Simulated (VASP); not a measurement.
A run of VASP 6.6.1 is set up as follows.

File INCAR:

```
SYSTEM = Fe
  PREC = Accurate
  ENCUT = 520
  EDIFF = 1E-6
  ISMEAR = 0
  SIGMA = 0.15
  LREAL = .FALSE.
  LASPH = .TRUE.
  NELM = 150
  ALGO = Normal
  ISIF = 2
  LWAVE = .FALSE.
  LCHARG = .TRUE.
  ISPIN = 2
  MAGMOM = 2.64
  LORBIT = 11
  LMAXMIX = 4
  GGA = PS
  LELF = .TRUE.
  LVHAR = .TRUE.
  NBANDS = 14
```

File KPOINTS:

```
Automatic mesh
0
G
  24 24 24
  0 0 0
```

File POSCAR:

```
Fe
1.0
   -1.4390000000      1.4821700000      1.4390000000
    1.4390000000     -1.4821700000      1.4390000000
    1.4390000000      1.4821700000     -1.4390000000
Fe
1
Direct
    0.0000000000      0.0000000000      0.0000000000
```

Potentials or basis: VASP PAW PBE potentials, release 64 (Fe).

Launch:

```console
$ cat potpaw_PBE.64/Fe/POTCAR > POTCAR
$ mpirun -np 1 vasp_std > vasp.out
```

Question: Estimate the net moment.

Answer: 2.36 μB per cell.

Question: Predict the site moments.

Answer: Fe +2.36 μB.

Question: What does it give for the pressure?

Answer: -19.4 GPa.

Stress tensor (GPa, compression positive):
```
-18.75   0.00   0.00
  0.00 -20.83   0.00
  0.00   0.00 -18.75
```

Caveat: the cell differs from its parent crystal (strain +0.0300 x Voigt [0, 1, 0, 0, 0, 0]); the cell stands under tension; the PAW data sets were made with another functional, which shifts forces and pressure a little.
